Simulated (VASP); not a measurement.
A run of VASP 6.6.1:

File INCAR:

```
PREC = Accurate ; ENCUT = 520
EDIFF = 1E-7 ; ISMEAR = 0
SIGMA = 0.15 ; LREAL = False
LASPH = True ; NELM = 80
ALGO = Fast ; ISIF = 2
LWAVE = False ; LCHARG = True
GGA = PE ; LELF = True
LVHAR = True ; NBANDS = 11
```

KPOINTS

```
Automatic mesh
0
Gamma
  22 22 22
```

POSCAR

```
Pt
1.0
    0.0000000000      2.0091760846      1.8598943015
    2.0091760846      0.0000000000      1.8598943015
    2.0091760846      2.0091760846      0.0000000000
Pt
1
Direct
    0.0000000000      0.0000000000      0.0000000000
```

Potentials or basis: VASP PAW PBE potentials, release 64 (Pt).

Command:

```sh
$ cat potpaw_PBE.64/Pt/POTCAR > POTCAR
$ mpirun -np 1 vasp_std > vasp.out
```

Hardware: 1 thread of Intel(R) Xeon(R) Platinum 8259CL CPU @ 2.50GHz (Skylake/Cascade Lake) (shared host).

Estimate the wall time of this run.

Wall time 100 s on 1 thread of Intel(R) Xeon(R) Platinum 8259CL CPU @ 2.50GHz (Skylake/Cascade Lake), on a shared host, peak memory 0.25 GiB. Counts: scf iterations 14, k points 834.
